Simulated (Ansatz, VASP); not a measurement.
## RbCl: VASP beside Ansatz

File INCAR:

```
SYSTEM = RbCl
  PREC = Accurate
  ENCUT = 500
  EDIFF = 1E-6
  ISMEAR = -1
  SIGMA = 0.1
  LREAL = .False.
  LASPH = .True.
  NELM = 120
  ALGO = Normal
  ISIF = 2
  LWAVE = .False.
  LCHARG = .True.
  GGA = PE
  LELF = .True.
  LVHAR = .True.
  NBANDS = 15
  GGA_COMPAT = .False.
```

The input KPOINTS:

```
Automatic mesh
0
Gamma
  13 13 13
  0 0 0
```

File POSCAR:

```
RbCl
1.0
    0.0000000000      3.2333884348      3.2333884348
    3.2333884348      0.0000000000      3.2333884348
    3.2333884348      3.2333884348      0.0000000000
Rb Cl
1 1
Direct
    0.0000000000      0.0000000000      0.0000000000
    0.5000000000      0.5000000000      0.5000000000
```

Input for Ansatz:

```yaml
crystal:
  lattice:
    - [0.0, 3.2333884348, 3.2333884348]
    - [3.2333884348, 0.0, 3.2333884348]
    - [3.2333884348, 3.2333884348, 0.0]
  atoms:
    - { symbol: Rb, position: [0.0, 0.0, 0.0] }
    - { symbol: Cl, position: [0.5, 0.5, 0.5] }
kpoints:
  mp_grid: { grid: [13, 13, 13] }
  band_path:
    path:
      - [0.0, 0.0, 0.0]
      - [0.5, 0.0, 0.5]
      - [0.625, 0.25, 0.625]
      - [0.375, 0.375, 0.75]
      - [0.0, 0.0, 0.0]
      - [0.5, 0.5, 0.5]
      - [0.5, 0.25, 0.75]
      - [0.5, 0.0, 0.5]
    npoints: 8
scf:
  occupations: { method: fermi_dirac, width: 0.1 }
hamiltonian:
  xc: pbe
  pseudopotentials: { kind: all_electron, lapw: { basis_error: 0.001 } }
output:
  forces: true
  stress: true
  eigenvalues: true
  populations: true
  dos: { projected: true, de: 0.2, e_range: [-14, 8] }
```

Change from the starting cell: volume scaled by 0.9, LAPW.

Alike in both runs: task single point; functional PBE; k mesh 13 × 13 × 13; occupations fermi-dirac, width 0.1 eV; no spin polarisation.

|  | VASP | Ansatz |
| --- | --- | --- |
| version | VASP 6.6.1 | Ansatz 0.2.0 |
| potentials or method | VASP PAW PBE potentials, release 64 (Rb_sv, Cl), cutoff 500 eV | all-electron LAPW, scalar-relativistic |

```tsv
	VASP	Ansatz	Ansatz less VASP
gap on the k mesh at the Fermi level (eV)	5.17	5.17	+0.004
pressure (GPa)	2.0	2.0	-0.01
```

Ansatz ran all-electron here, and VASP with PAW potentials.
